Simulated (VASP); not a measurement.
# AlCu (rocksalt type) (Fm-3m) in VASP: notebook

AlCu (rocksalt type) is run at these levels: PBEsol; tasks: single point.

All numbers are computed with VASP 6.6.1; they aren't measurements. Logs are shortened: lines on timing, memory, paths and dates and some standing lists are left out, and cuts for length are marked.

**1. The cell of the first run**

It takes space group Fm-3m (No. 225, cubic). Conventional cell: a = 4.083 Å, b = 4.083 Å, c = 4.083 Å, α = 90.00°, β = 90.00°, γ = 90.00°. Within 2.7 Å of Cu (site symmetry m-3m) lie 6 Al at 2.04 Å. Al (site symmetry m-3m) has 6 Cu at 2.04 Å within 2.7 Å.

**2. Single point, PBEsol (volume scaled by 0.55)**

INCAR reads:

```
SYSTEM = AlCu
PREC = Accurate ; ENCUT = 520
EDIFF = 1E-7 ; ISMEAR = -1
SIGMA = 0.1 ; LREAL = .FALSE.
LASPH = .TRUE. ; NELM = 60
ALGO = Normal ; ISIF = 2
LWAVE = .FALSE. ; LCHARG = .FALSE.
GGA = PS ; NBANDS = 14
```

KPOINTS reads:

```
Automatic mesh
0
G
  14 14 14
  0 0 0
```

POSCAR reads:

```
AlCu
1.0
    0.0000000000      2.0414044994      2.0414044994
    2.0414044994      0.0000000000      2.0414044994
    2.0414044994      2.0414044994      0.0000000000
Cu Al
1 1
Direct
    0.0000000000      0.0000000000      0.0000000000
    0.5000000000      0.5000000000      0.5000000000
```

Potentials or basis: VASP PAW PBE potentials, release 64 (Cu, Al).

Run with:

```console
$ cat potpaw_PBE.64/Cu/POTCAR potpaw_PBE.64/Al/POTCAR > POTCAR
$ mpirun -np 1 vasp_std > vasp.out
```

OUTCAR:

```text
SYSTEM = AlCu
   PREC = Accurate
   ENCUT = 520
   EDIFF = 1E-7
   ISMEAR = -1
   LREAL = .FALSE.
   LASPH = .TRUE.
   NELM = 60
   ISIF = 2
   GGA = PS

 ion  position               nearest neighbor table
   1  0.000  0.000  0.000-   2 2.04   2 2.04   2 2.04   2 2.04   2 2.04   2 2.04
   2  0.500  0.500  0.500-   1 2.04   1 2.04   1 2.04   1 2.04   1 2.04   1 2.04

  LATTYP: Found a face centered cubic cell.
 ALAT       =     4.0828089988

  Lattice vectors:

 A1 = (   0.0000000000,   2.0414044994,   2.0414044994)
 A2 = (   2.0414044994,   0.0000000000,   2.0414044994)
 A3 = (   2.0414044994,   2.0414044994,   0.0000000000)

Analysis of symmetry for initial positions (statically):
=====================================================================
 Subroutine PRICEL returns:
 Original cell was already a primitive cell.

 Routine SETGRP: Setting up the symmetry group for a
 face centered cubic supercell.

 Subroutine GETGRP returns: Found 48 space group operations
 (whereof 48 operations were pure point group operations)
 out of a pool of 48 trial point group operations.

The static configuration has the point symmetry O_h .

Analysis of symmetry for dynamics (positions and initial velocities):
=====================================================================
 Subroutine PRICEL returns:
 Original cell was already a primitive cell.

 Routine SETGRP: Setting up the symmetry group for a
 face centered cubic supercell.

 Subroutine GETGRP returns: Found 48 space group operations
 (whereof 48 operations were pure point group operations)
 out of a pool of 48 trial point group operations.

The dynamic configuration has the point symmetry O_h .

 Subroutine INISYM returns: Found 48 space group operations
 (whereof 48 operations are pure point group operations),
 and found     1 'primitive' translations

----------------------------------------------------------------------------------------

                                     Primitive cell

  volume of cell :      17.0144

  direct lattice vectors                    reciprocal lattice vectors
     0.000000000  2.041404499  2.041404499    -0.244929410  0.244929410  0.244929410
     2.041404499  0.000000000  2.041404499     0.244929410 -0.244929410  0.244929410
     2.041404499  2.041404499  0.000000000     0.244929410  0.244929410 -0.244929410

  length of vectors
[... 91 lines left out ...]
   TEBEG  =    0.0;   TEEND  =   0.0 temperature during run
   PSTRESS=    0.0 pullay stress
   NELECT =      14.0000    total number of electrons
   NUPDOWN=      -1.0000    fix difference up-down
   EMIN   =  10.00;   EMAX   =-10.00  energy-range for DOS
   EFERMI =   0.00;   METHOD = LEGACY
   ISMEAR =    -1;   SIGMA  =   0.10  broadening in eV -4-tet -1-fermi 0-gaus
   EFERMI_NEDOS =   21; number of points for ismear=-14 and -15
   IALGO  =     38    algorithm
   IMIX   =      4    mixing-type and parameters
     AMIX     =   0.40;   BMIX     =  1.00
     AMIX_MAG =   1.60;   BMIX_MAG =  1.00
  volume/ion in A,a.u.               =       8.51        57.41
  Fermi-wavevector in a.u.,A,eV,Ry     =   1.534070  2.898971 32.019543  2.353370
  Thomas-Fermi vector in A             =   2.641049
   LORBIT       =      0    0 simple, 1 ext, 2 COOP (PROOUT), +10 PAW based schemes
   GGA     = PS    functional components
   LHFCALC =     F    Hartree Fock is set to
   AEXX    =    0.0000 exact exchange contribution
   IVDW    =     0    specifies the selected vdW correction
   LEPSILON=     F    determine dielectric tensor
   LRPA    =     F    only Hartree local field effects (RPA)
 non-spin polarized calculation
  energy-cutoff  :      520.00
  volume of cell :       17.01
 maximum number of plane-waves:       471
 NGX is ok and might be reduce to    24
   NGX = 11   NGY = 11   NGZ = 11

 number of electron      14.0000011 magnetization

 Free energy of the ion-electron system (eV)
  ---------------------------------------------------
  ext. energy  EPLUGINS =         0.00000000
  ---------------------------------------------------
  free energy    TOTEN  =        -2.88836180 eV

  energy without entropy =       -2.87269194  energy(sigma->0) =       -2.88052687

 E-fermi :  15.5499     XC(G=0): -13.9038

 val. band max:       15.5426651958   @ k =   0.5000   0.3571   0.1429
 cond. band min:      15.7827361147   @ k =   0.2857   0.0000   0.0000
 fundamental gap:      0.2400709189
 Fermi energy:        15.5499325520

 k-point     1 :       0.0000    0.0000    0.0000
  band No.  band energies     occupation
      1       0.4069      2.00000
      2       8.5436      2.00000
      3       8.5436      2.00000
      4       8.5436      2.00000
      5       8.7129      2.00000
      6       8.7129      2.00000
      7      25.0569      0.00000
      8      25.0569      0.00000
      9      25.0569      0.00000
     10      26.9617      0.00000
     11      26.9617      0.00000
     12      26.9617      0.00000
     13      27.2956      0.00000
     14      33.4569      0.00000
[... 377 lines left out ...]
      1       2.4180      2.00000
      2       7.9832      2.00000
      3       8.3160      2.00000
      4       8.6553      2.00000
      5       9.1057      2.00000
      6       9.2286      2.00000
      7      17.5959      0.00000
      8      20.6152      0.00000
      9      22.8874      0.00000
     10      24.2579      0.00000
     11      26.7249      0.00000
     12      30.6287      0.00000
     13      30.9146      0.00000
     14      33.7445      0.00000

 [... further k-points ...]

------------------------ aborting loop because EDIFF is reached ----------------------------------------

  FORCE on cell =-STRESS in cart. coord.  units (eV):
  Direction    XX          YY          ZZ          XY          YZ          ZX
  --------------------------------------------------------------------------------------
  -------------------------------------------------------------------------------------
  Total       20.6776002     20.6776002     20.6776002      0.0000000      0.0000000      0.0000000
  in kB     1947.1235899   1947.1235899   1947.1235899      0.0000000      0.0000000      0.0000000
  external PRESSURE =    1947.1235899 kB  Pullay stress =       0.0000000 kB

 VOLUME and BASIS-vectors are now :
 -----------------------------------------------------------------------------
  energy-cutoff  :      520.00
  volume of cell :       17.01
      direct lattice vectors                 reciprocal lattice vectors
     0.000000000  2.041404499  2.041404499    -0.244929410  0.244929410  0.244929410
     2.041404499  0.000000000  2.041404499     0.244929410 -0.244929410  0.244929410
     2.041404499  2.041404499  0.000000000     0.244929410  0.244929410 -0.244929410

 POSITION                                       TOTAL-FORCE (eV/Angst)
 -----------------------------------------------------------------------------------
      0.00000      0.00000      0.00000         0.000000     -0.000000      0.000000
      2.04140      2.04140      2.04140        -0.000000      0.000000     -0.000000
 -----------------------------------------------------------------------------------
    total drift:                                0.000000     -0.000000     -0.000000

  FREE ENERGIE OF THE ION-ELECTRON SYSTEM (eV)
  ---------------------------------------------------
  free  energy   TOTEN  =        -2.8883618046 eV

  energy  without entropy=       -2.8726919393  energy(sigma->0) =       -2.88052687
```

It took 42 s on 1 thread of AMD EPYC 7R43 (Zen 3), shared host; peak memory 0.12 GiB.

What came out:

| Item | Value |
| --- | --- |
| Free energy | -2.8884 eV |
| Pressure | 194.7 GPa |
| Band gap on the k mesh | zero (band 7 reaches 25.06 eV, above the bottom of band 8 at 13.32 eV) |

Levels at points of the mesh, in eV from the Fermi level:
| k point | band 4 | band 5 | band 6 | band 7 | band 8 | band 9 | band 10 | band 11 |
| --- | --- | --- | --- | --- | --- | --- | --- | --- |
| (0.00, 0.00, 0.00) | -7.01 | -6.84 | -6.84 | 9.51 | 9.51 | 9.51 | 11.41 | 11.41 |
| (0.50, 0.00, 0.00) | -7.29 | -5.85 | -5.85 | -4.01 | 6.59 | 6.59 | 10.53 | 10.53 |
| (0.50, 0.50, 0.00) | -6.33 | -5.59 | -5.59 | -2.49 | 1.09 | 1.09 | 5.67 | 8.89 |

Caveat: the PAW data sets were made with another functional, which shifts forces and pressure a little.

**3. Single point, PBEsol (volume scaled by 0.55)**

INCAR reads:

```
PREC = Accurate
ENCUT = 520
EDIFF = 1E-6
ISMEAR = -1
SIGMA = 0.1
LREAL = False
LASPH = True
NELM = 60
ALGO = Normal
ISIF = 2
LWAVE = False
LCHARG = True
GGA = PS
LELF = True
LVHAR = True
NBANDS = 14
```

KPOINTS reads:

```
regular mesh
0
Gamma
  14 14 14
```

POSCAR is that of step 2.

Potentials or basis: VASP PAW PBE potentials, release 64 (Cu, Al).

Run with:

```console
$ cat potpaw_PBE.64/Cu/POTCAR potpaw_PBE.64/Al/POTCAR > POTCAR
$ mpirun -np 1 vasp_std > vasp.out
```

It took 38 s on 1 thread of AMD EPYC 7R43 (Zen 3), shared host; peak memory 0.12 GiB.

It converged, with:

```
Free energy            : -2.8884 eV
Pressure               : 194.8 GPa
Band gap on the k mesh : zero (band 7 reaches 25.06 eV, above the bottom of band 8 at 13.32 eV)
```

Levels at points of the mesh, in eV from the Fermi level:
```csv
k point,band 5,band 6,band 7,band 8,band 9,band 10
"(0.00, 0.00, 0.00)",-6.84,-6.84,9.51,9.51,9.51,11.41
"(0.50, 0.00, 0.00)",-5.85,-5.85,-4.01,6.59,6.59,10.53
"(0.50, 0.50, 0.00)",-5.59,-5.59,-2.49,1.09,1.09,5.67
```

Caveat: the PAW data sets were made with another functional, which shifts forces and pressure a little.

**4. Single point, PBEsol (volume scaled by 0.64)**

INCAR reads:

```
PREC = Accurate
ENCUT = 520
EDIFF = 1E-6
ISMEAR = -1
SIGMA = 0.1
LREAL = F
LASPH = T
NELM = 60
ALGO = Normal
ISIF = 2
LWAVE = F
LCHARG = F
GGA = PS
NBANDS = 14
```

KPOINTS is that of step 3.

POSCAR reads:

```
AlCu
1.0
    0.0000000000      2.1471785624      2.1471785624
    2.1471785624      0.0000000000      2.1471785624
    2.1471785624      2.1471785624      0.0000000000
Cu Al
1 1
Direct
    0.0000000000      0.0000000000      0.0000000000
    0.5000000000      0.5000000000      0.5000000000
```

Potentials or basis: VASP PAW PBE potentials, release 64 (Cu, Al).

Run with:

```console
$ cat potpaw_PBE.64/Cu/POTCAR potpaw_PBE.64/Al/POTCAR > POTCAR
$ mpirun -np 1 vasp_std > vasp.out
```

OUTCAR:

```text
PREC = Accurate
   ENCUT = 520
   EDIFF = 1E-6
   ISMEAR = -1
   LREAL = F
   LASPH = T
   NELM = 60
   ISIF = 2
   GGA = PS

 ion  position               nearest neighbor table
   1  0.000  0.000  0.000-   2 2.15   2 2.15   2 2.15   2 2.15   2 2.15   2 2.15
   2  0.500  0.500  0.500-   1 2.15   1 2.15   1 2.15   1 2.15   1 2.15   1 2.15

  LATTYP: Found a face centered cubic cell.
 ALAT       =     4.2943571248

  Lattice vectors:

 A1 = (   0.0000000000,   2.1471785624,   2.1471785624)
[... 592 lines left out ...]

------------------------ aborting loop because EDIFF is reached ----------------------------------------

  FORCE on cell =-STRESS in cart. coord.  units (eV):
  Direction    XX          YY          ZZ          XY          YZ          ZX
  --------------------------------------------------------------------------------------
  -------------------------------------------------------------------------------------
  Total       13.0520991     13.0520991     13.0520991      0.0000000      0.0000000      0.0000000
  in kB     1056.2250443   1056.2250443   1056.2250443      0.0000000      0.0000000      0.0000000
  external PRESSURE =    1056.2250443 kB  Pullay stress =       0.0000000 kB

 VOLUME and BASIS-vectors are now :
 -----------------------------------------------------------------------------
  energy-cutoff  :      520.00
  volume of cell :       19.80
      direct lattice vectors                 reciprocal lattice vectors
     0.000000000  2.147178562  2.147178562    -0.232863726  0.232863726  0.232863726
     2.147178562  0.000000000  2.147178562     0.232863726 -0.232863726  0.232863726
     2.147178562  2.147178562  0.000000000     0.232863726  0.232863726 -0.232863726

 POSITION                                       TOTAL-FORCE (eV/Angst)
 -----------------------------------------------------------------------------------
      0.00000      0.00000      0.00000        -0.000000     -0.000000      0.000000
      2.14718      2.14718      2.14718         0.000000      0.000000     -0.000000
 -----------------------------------------------------------------------------------
    total drift:                                0.000000     -0.000000     -0.000000

  FREE ENERGIE OF THE ION-ELECTRON SYSTEM (eV)
  ---------------------------------------------------
  free  energy   TOTEN  =        -5.4180545228 eV

  energy  without entropy=       -5.3993244203  energy(sigma->0) =       -5.40868947
```

It took 44 s on 1 thread of AMD EPYC 7R43 (Zen 3), shared host; peak memory 0.12 GiB.

Results:

```
Free energy            : -5.4181 eV
Pressure               : 105.6 GPa
Band gap on the k mesh : zero (band 7 reaches 21.13 eV, above the bottom of band 8 at 10.92 eV)
```

Caveat: the PAW data sets were made with another functional, which shifts forces and pressure a little.

[end of part 1 of 2]
